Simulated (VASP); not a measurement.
# Ti (Fm-3m) in VASP: a series of runs, part 2 of 3

VASP 6.6.1. The steps go on from the part before.

## Step 3: Single point, LDA (volume scaled by 0.98)

INCAR reads:

```
SYSTEM = Ti
PREC = Accurate ; ENCUT = 520
EDIFF = 1E-6 ; ISMEAR = -1
SIGMA = 0.15 ; LREAL = .False.
LASPH = .True. ; NELM = 80
ALGO = Fast ; ISIF = 2
LWAVE = .False. ; LCHARG = .False.
GGA = CA ; NBANDS = 12
```

KPOINTS reads:

```
regular mesh
0
Gamma
  20 20 20
  0 0 0
```

POSCAR reads:

```
Ti
1.0
    0.0000000000      1.9911249764      1.9911249764
    1.9911249764      0.0000000000      1.9911249764
    1.9911249764      1.9911249764      0.0000000000
Ti
1
Direct
    0.0000000000      0.0000000000      0.0000000000
```

Potentials or basis: VASP PAW LDA potentials, release 64 (Ti_sv).

Launch:

```console
cat potpaw_LDA.64/Ti_sv/POTCAR > POTCAR
mpirun -np 1 vasp_std > vasp.out
```

OUTCAR:

```text
SYSTEM = Ti
   PREC = Accurate
   ENCUT = 520
   EDIFF = 1E-6
   ISMEAR = -1
   LREAL = .False.
   LASPH = .True.
   NELM = 80
   ISIF = 2
   GGA = CA

 ion  position               nearest neighbor table
   1  0.000  0.000  0.000-

  LATTYP: Found a face centered cubic cell.
 ALAT       =     3.9822499528

  Lattice vectors:

 A1 = (   0.0000000000,   1.9911249764,   1.9911249764)
 A2 = (   1.9911249764,   0.0000000000,   1.9911249764)
 A3 = (   1.9911249764,   1.9911249764,   0.0000000000)

Analysis of symmetry for initial positions (statically):
=====================================================================
 Subroutine PRICEL returns:
 Original cell was already a primitive cell.

 Routine SETGRP: Setting up the symmetry group for a
 face centered cubic supercell.

 Subroutine GETGRP returns: Found 48 space group operations
 (whereof 48 operations were pure point group operations)
 out of a pool of 48 trial point group operations.

The static configuration has the point symmetry O_h .

Analysis of symmetry for dynamics (positions and initial velocities):
=====================================================================
 Subroutine PRICEL returns:
 Original cell was already a primitive cell.

 Routine SETGRP: Setting up the symmetry group for a
 face centered cubic supercell.

 Subroutine GETGRP returns: Found 48 space group operations
 (whereof 48 operations were pure point group operations)
 out of a pool of 48 trial point group operations.

The dynamic configuration has the point symmetry O_h .

 Subroutine INISYM returns: Found 48 space group operations
 (whereof 48 operations are pure point group operations),
 and found     1 'primitive' translations

----------------------------------------------------------------------------------------

                                     Primitive cell

  volume of cell :      15.7879

  direct lattice vectors                    reciprocal lattice vectors
     0.000000000  1.991124976  1.991124976    -0.251114323  0.251114323  0.251114323
     1.991124976  0.000000000  1.991124976     0.251114323 -0.251114323  0.251114323
     1.991124976  1.991124976  0.000000000     0.251114323  0.251114323 -0.251114323

  length of vectors
     2.815875946  2.815875946  2.815875946     0.434942766  0.434942766  0.434942766

  position of ions in fractional coordinates (direct lattice)
     0.000000000  0.000000000  0.000000000

  ion indices of the primitive-cell ions
   primitive index   ion index
                 1           1

----------------------------------------------------------------------------------------

 KPOINTS: regular mesh

Automatic generation of k-mesh.
 Grid dimensions read from file:
 generate k-points for:   20   20   20

 Generating k-lattice:

  Cartesian coordinates                     Fractional coordinates (reciprocal lattice)
    -0.012555716  0.012555716  0.012555716     0.050000000  0.000000000  0.000000000
     0.012555716 -0.012555716  0.012555716     0.000000000  0.050000000  0.000000000
     0.012555716  0.012555716 -0.012555716     0.000000000  0.000000000  0.050000000

  Length of vectors
     0.021747138  0.021747138  0.021747138

  Shift w.r.t. Gamma in fractional coordinates (k-lattice)
     0.000000000  0.000000000  0.000000000

 Subroutine IBZKPT returns following result:
 ===========================================

 Found    256 irreducible k-points:

 Following reciprocal coordinates:
            Coordinates               Weight
  0.000000  0.000000  0.000000      1.000000
  0.050000  0.000000  0.000000      8.000000
  0.100000  0.000000  0.000000      8.000000
  0.150000  0.000000  0.000000      8.000000
  0.200000  0.000000  0.000000      8.000000
  0.250000  0.000000  0.000000      8.000000
[... 16 lines left out ...]
 -0.400000  0.050000  0.000000     24.000000
 -0.350000  0.050000  0.000000     24.000000
 [... further k-points ...]
   k-points           NKPTS =    256   k-points in BZ     NKDIM =    256   number of bands    NBANDS=     12
   number of dos      NEDOS =    301   number of ions     NIONS =      1
   total plane-waves  NPLWV =  13824
   dimension x,y,z NGX =    24 NGY =   24 NGZ =   24
   dimension x,y,z NGXF=    48 NGYF=   48 NGZF=   48
   ions per type =               1
   NGX,Y,Z   is equivalent  to a cutoff of  14.17, 14.17, 14.17 a.u.
   NGXF,Y,Z  is equivalent  to a cutoff of  28.34, 28.34, 28.34 a.u.
 SYSTEM =  Ti
   PREC   = accura    normal or accurate (medium, high low for compatibility)
   ISTART =      0    job   : 0-new  1-cont  2-samecut
   ICHARG =      2    charge: 1-file 2-atom 10-const
   ISPIN  =      1    spin polarized calculation?
   LNONCOLLINEAR =      F non collinear calculations
   LSORBIT =      F    spin-orbit coupling
   LASPH  =      T    aspherical Exc in radial PAW
   ENCUT  =  520.0 eV  38.22 Ry    6.18 a.u.   5.24  5.24  5.24*2*pi/ulx,y,z
   NELM   =     80;   NELMIN=  2; NELMDL= -5     # of ELM steps
   EDIFF  = 0.1E-05   stopping-criterion for ELM
   LREAL  =      F    real-space projection
   EDIFFG = 0.1E-04   stopping-criterion for IOM
   NSW    =      0    number of steps for IOM
   IBRION =     -1    ionic relax: 0-MD 1-quasi-New 2-CG
   NFREE  =      0    steps in history (QN), initial steepest desc. (CG)
   ISIF   =      2    stress and relaxation
   ISYM   =      2    0-nonsym 1-usesym 2-fastsym
   POTIM  = 0.5000    time-step for ionic-motion
   TEBEG  =    0.0;   TEEND  =   0.0 temperature during run
   PSTRESS=    0.0 pullay stress
   NELECT =      12.0000    total number of electrons
   NUPDOWN=      -1.0000    fix difference up-down
   EMIN   =  10.00;   EMAX   =-10.00  energy-range for DOS
   EFERMI =   0.00;   METHOD = LEGACY
   ISMEAR =    -1;   SIGMA  =   0.15  broadening in eV -4-tet -1-fermi 0-gaus
   EFERMI_NEDOS =   21; number of points for ismear=-14 and -15
   IALGO  =     68    algorithm
   IMIX   =      4    mixing-type and parameters
     AMIX     =   0.40;   BMIX     =  1.00
     AMIX_MAG =   1.60;   BMIX_MAG =  1.00
  volume/ion in A,a.u.               =      15.79       106.54
  Fermi-wavevector in a.u.,A,eV,Ry     =   1.494033  2.823312 30.370017  2.232133
  Thomas-Fermi vector in A             =   2.606357
   LORBIT       =      0    0 simple, 1 ext, 2 COOP (PROOUT), +10 PAW based schemes
   GGA     = CA    functional components
   LHFCALC =     F    Hartree Fock is set to
   AEXX    =    0.0000 exact exchange contribution
   IVDW    =     0    specifies the selected vdW correction
   LEPSILON=     F    determine dielectric tensor
   LRPA    =     F    only Hartree local field effects (RPA)
 non-spin polarized calculation
 RMM-DIIS sequential band-by-band and
  energy-cutoff  :      520.00
  volume of cell :       15.79
 maximum number of plane-waves:       444
 NGX is ok and might be reduce to    24
   NGX = 11   NGY = 11   NGZ = 11

 number of electron      11.9999998 magnetization

 Free energy of the ion-electron system (eV)
  ---------------------------------------------------
  ext. energy  EPLUGINS =         0.00000000
  ---------------------------------------------------
  free energy    TOTEN  =        -8.55573231 eV

  energy without entropy =       -8.44203312  energy(sigma->0) =       -8.49888272

 E-fermi :   9.0384     XC(G=0): -12.2472

 val. band max:        9.0163882811   @ k =  -0.3000   0.0500   0.0000
 cond. band min:       9.0402095744   @ k =  -0.4000   0.3000   0.1500
 fundamental gap:      0.0238212933
 Fermi energy:         9.0384148612

 k-point     1 :       0.0000    0.0000    0.0000
  band No.  band energies     occupation
      1     -46.8283      2.00000
      2     -22.9236      2.00000
      3     -22.9236      2.00000
      4     -22.9236      2.00000
      5       2.8120      2.00000
      6       9.9391      0.00492
      7       9.9391      0.00492
      8       9.9391      0.00492
      9      11.7731      0.00000
     10      11.7731      0.00000
     11      24.9100      0.00000
     12      29.7783      0.00000

 k-point     2 :       0.0500    0.0000    0.0000
  band No.  band energies     occupation
      1     -46.8238      2.00000
      2     -22.9477      2.00000
      3     -22.9265      2.00000
      4     -22.9265      2.00000
      5       2.9013      2.00000
      6       9.8819      0.00720
      7       9.9730      0.00393
      8       9.9730      0.00393
      9      11.7500      0.00000
     10      11.7500      0.00000
     11      25.0029      0.00000
     12      29.1157      0.00000
[... 316 lines left out ...]
 k-point    24 :      -0.3500    0.0500    0.0000
  band No.  band energies     occupation
      1     -46.6681      2.00000
      2     -23.7073      2.00000
      3     -23.0473      2.00000
      4     -23.0162      2.00000
      5       5.9675      2.00000
      6       9.2122      0.47789
      7       9.9059      0.00614
      8       9.9963      0.00336
      9      12.3909      0.00000
     10      12.8379      0.00000
     11      20.0774      0.00000
     12      24.8169      0.00000

 [... further k-points ...]
[... 5 lines left out ...]
  --------------------------------------------------------------------------------------
  -------------------------------------------------------------------------------------
  Total        0.2272735      0.2272735      0.2272735     -0.0000000     -0.0000000     -0.0000000
  in kB       23.0639548     23.0639548     23.0639548     -0.0000000     -0.0000000     -0.0000000
  external PRESSURE =      23.0639548 kB  Pullay stress =       0.0000000 kB

 VOLUME and BASIS-vectors are now :
 -----------------------------------------------------------------------------
  energy-cutoff  :      520.00
  volume of cell :       15.79
      direct lattice vectors                 reciprocal lattice vectors
     0.000000000  1.991124976  1.991124976    -0.251114323  0.251114323  0.251114323
     1.991124976  0.000000000  1.991124976     0.251114323 -0.251114323  0.251114323
     1.991124976  1.991124976  0.000000000     0.251114323  0.251114323 -0.251114323

 POSITION                                       TOTAL-FORCE (eV/Angst)
 -----------------------------------------------------------------------------------
      0.00000      0.00000      0.00000         0.000000      0.000000      0.000000
 -----------------------------------------------------------------------------------
    total drift:                                0.000000     -0.000000     -0.000000

  FREE ENERGIE OF THE ION-ELECTRON SYSTEM (eV)
  ---------------------------------------------------
  free  energy   TOTEN  =        -8.5557323093 eV

  energy  without entropy=       -8.4420331250  energy(sigma->0) =       -8.49888272
```

OSZICAR:

```text
N       E                     dE             d eps       ncg     rms          rms(c)
DAV:   1     0.867296595515E+02    0.86730E+02   -0.65913E+03  6156   0.123E+03
DAV:   2    -0.522868855541E+01   -0.91958E+02   -0.89341E+02  6224   0.297E+02
DAV:   3    -0.935452188165E+01   -0.41258E+01   -0.40821E+01  8428   0.640E+01
[... 12 lines left out ...]
RMM:  16    -0.855572531323E+01   -0.74815E-05   -0.67551E-05  8071   0.485E-02    0.193E-03
RMM:  17    -0.855572874248E+01   -0.34293E-05   -0.30190E-05  7575   0.399E-02    0.760E-03
RMM:  18    -0.855573072821E+01   -0.19857E-05   -0.20030E-05  6477   0.218E-02    0.416E-03
RMM:  19    -0.855573175595E+01   -0.10277E-05   -0.10201E-05  5895   0.147E-02    0.524E-04
RMM:  20    -0.855573230927E+01   -0.55332E-06   -0.55237E-06  5027   0.101E-02
   1 F= -.85557323E+01 E0= -.84988827E+01  d E =-.113699E+00
```

stdout:

```text
POSCAR found type information on POSCAR Ti
 POSCAR found :  1 types and       1 ions
 scaLAPACK will be used
 LDA part: xc-table for (Slater(with rela. corr.)+CA(PZ))
 , standard interpolation
 POSCAR, INCAR and KPOINTS ok, starting setup
 FFT: planning ... GRIDC
 FFT: planning ... GRID_SOFT
 FFT: planning ... GRID
 WAVECAR not read
 entering main loop
WARNING in EDDRMM: call to ZHEGV failed, returncode =   6  3      5
WARNING in EDDRMM: call to ZHEGV failed, returncode =   6  3      8
WARNING in EDDRMM: call to ZHEGV failed, returncode =   6  3     10
WARNING in EDDRMM: call to ZHEGV failed, returncode =   8  4     10
```

Run time: 37 s. Hardware: 1 thread of Intel Xeon 6975P-C (Granite Rapids), shared host; peak memory 0.16 GiB.

Results:

- Free energy: -8.5557 eV
- Pressure: 2.3 GPa
- Band gap on the k mesh: zero (band 6 reaches 9.94 eV, above the bottom of band 7 at 8.63 eV)

(Continued in part 3 of 3.)
